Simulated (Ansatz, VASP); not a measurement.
## One calculation of SrRe, two programs

INCAR

```
PREC = Accurate ; ENCUT = 520
EDIFF = 1E-6 ; ISMEAR = 0
SIGMA = 0.05 ; LREAL = False
LASPH = True ; NELM = 100
ALGO = Normal ; ISIF = 2
LWAVE = False ; LCHARG = False
GGA = PE ; NBANDS = 16
```

The input KPOINTS:

```
regular mesh
0
Gamma
  10 10 10
```

File POSCAR:

```
SrRe
1.0
    3.7210064914      0.0000000000      0.0000000000
    0.0000000000      3.7210064914      0.0000000000
    0.0000000000      0.0000000000      3.7210064914
Sr Re
1 1
Direct
    0.0000000000      0.0000000000      0.0000000000
    0.5000000000      0.5000000000      0.5000000000
```

Input for Ansatz:

```yaml
crystal:
  lattice:
    - [3.7210064914, 0.0, 0.0]
    - [0.0, 3.7210064914, 0.0]
    - [0.0, 0.0, 3.7210064914]
  atoms:
    - { symbol: Sr, position: [0.0, 0.0, 0.0] }
    - { symbol: Re, position: [0.5, 0.5, 0.5] }
basis:
  ecutwfc: 420
  ecutrho_ratio: 4
kpoints:
  mp_grid: { grid: [10, 10, 10] }
hamiltonian:
  xc: pbe
scf:
  occupations: { method: gaussian, width: 0.05 }
output:
  forces: true
  stress: true
  eigenvalues: true
```

Alike in both runs: task single point; functional PBE; k mesh 10 × 10 × 10; occupations gaussian, width 0.05 eV; no spin polarisation.

|  | VASP | Ansatz |
| --- | --- | --- |
| version | VASP 6.6.1 | Ansatz 0.2.0 |
| potentials or method | VASP PAW PBE potentials, release 64 (Sr_sv, Re), cutoff 520 eV | scalar-relativistic, plane waves, PAW |
| valence electrons in the cell | 17 | 25 |

Ansatz gave:

```
gap on the k mesh at the Fermi level (eV) : none
pressure (GPa)                            : -3.6
```

Question: Estimate VASP's values.

Answer: gap on the k mesh at the Fermi level (eV): none; pressure (GPa): -3.4.

A gap of «none» marks a metal or a gap that the smearing closes. The functional is the same, so the differences come from potentials, cutoffs and numerics. VASP's potentials hold 17 valence electrons a cell and Ansatz's 25, so a difference there can come from the potentials and not from the codes.

Spin-orbit coupling is off throughout.
